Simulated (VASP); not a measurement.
Crystal: SnTe.

```xyz
2
Lattice="0.0000 3.6111 3.6111 3.6111 0.0000 3.6111 3.6111 3.6111 0.0000" Properties=species:S:1:pos:R:3 pbc="T T T"
Te    1.8056    1.8056    1.8056
Sn    0.0000    0.0000    0.0000
```

| Property | Result |
| --- | --- |
| Program | VASP 6.6.1 |
| Task | relaxation of cell and atoms |
| Functional | r2SCAN |
| Dispersion | D3(BJ) |
| Potentials or basis | VASP PAW PBE potentials, release 64 (Te, Sn_d) |
| Cutoff | 600 eV |
| k mesh | 7 × 7 × 7 |
| Occupations | fermi-dirac, width 0.05 eV |
| Spin | no spin polarisation |

At the start: pressure -1.0 GPa; volume 47.09 Å³/atom.

Question: Where does the relaxation end?

Answer: Over 3 steps the energy falls by 5.5 meV/atom and the volume is 45.41 Å³/atom (-3.6 %); space group F-43m (No. 216, to 0.1 Å) before and after.

The path:
```tsv
step	energy change (eV)	largest force (eV/Å)	pressure (GPa)	volume (Å³)
1	0.0000	0.0000	-0.99	94.18
2	-0.0107	0.0000	0.20	90.26
3	-0.0110	0.0000	0.01	90.81
```

Final structure:
```yaml
crystal:
  lattice:
    - [0.00000, 3.56758, 3.56758]
    - [3.56758, 0.00000, 3.56758]
    - [3.56758, 3.56758, 0.00000]
  atoms:
    - { symbol: Te, position: [0.25000, 0.25000, 0.25000] }
    - { symbol: Sn, position: [0.00000, 0.00000, 0.00000] }
```

Caveat: the PAW data sets were made with another functional, which shifts forces and pressure a little.
